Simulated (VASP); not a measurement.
Wanted: the native input for a VASP 6.6.1 run.

* Task: single point
* Functional: LDA
* Potentials or basis: VASP PAW LDA potentials, release 64 (Al, Ru_pv)
* Cutoff: 520 eV
* k mesh: 10 × 10 × 10
* Occupations: gaussian, width 0.03 eV
* Spin: no spin polarisation
* Dipole correction: no
* Further INCAR settings: ALGO = Normal; EDIFF = 1e-06; NBANDS = 29

The structure of Al2Ru lies in POSCAR:

```
Al2Ru
1.0
    0.0000000000      4.0099599218      4.4084513957
    2.3626358807      0.0000000000      4.4084513957
    2.3626358807      4.0099599218      0.0000000000
Al Ru
4 2
Direct
    0.0788992938      0.4211007062      0.0788992938
    0.4211007062      0.0788992938      0.4211007062
    0.1711007062      0.8288992938      0.1711007062
    0.8288992938      0.1711007062      0.8288992938
    0.7500000000      0.7500000000      0.7500000000
    0.5000000000      0.5000000000      0.5000000000
```

One way to write it, as run:

INCAR

```
SYSTEM = Al2Ru
  PREC = Accurate
  ENCUT = 520
  EDIFF = 1E-6
  ISMEAR = 0
  SIGMA = 0.03
  LREAL = .FALSE.
  LASPH = .TRUE.
  NELM = 100
  ALGO = Normal
  ISIF = 2
  LWAVE = .FALSE.
  LCHARG = .TRUE.
  LELF = .TRUE.
  LVHAR = .TRUE.
  NBANDS = 29
```

KPOINTS

```
Automatic mesh
0
G
  10 10 10
  0 0 0
```

Potentials or basis: VASP PAW LDA potentials, release 64 (Al, Ru_pv).

Run with:

```bash
$ cat potpaw_LDA.64/Al/POTCAR potpaw_LDA.64/Ru_pv/POTCAR > POTCAR
$ mpirun -np 1 vasp_std > vasp.out
```

Results of the run:

```json
{
  "Pressure": "-6.5 GPa",
  "Largest force": "0.050 eV/Å"
}
```

Caveat: the cell stands under tension.

It took 8.3 min on 1 thread of Intel(R) Xeon(R) Platinum 8488C (Sapphire Rapids), with other jobs on the host, peak memory 0.45 GiB.
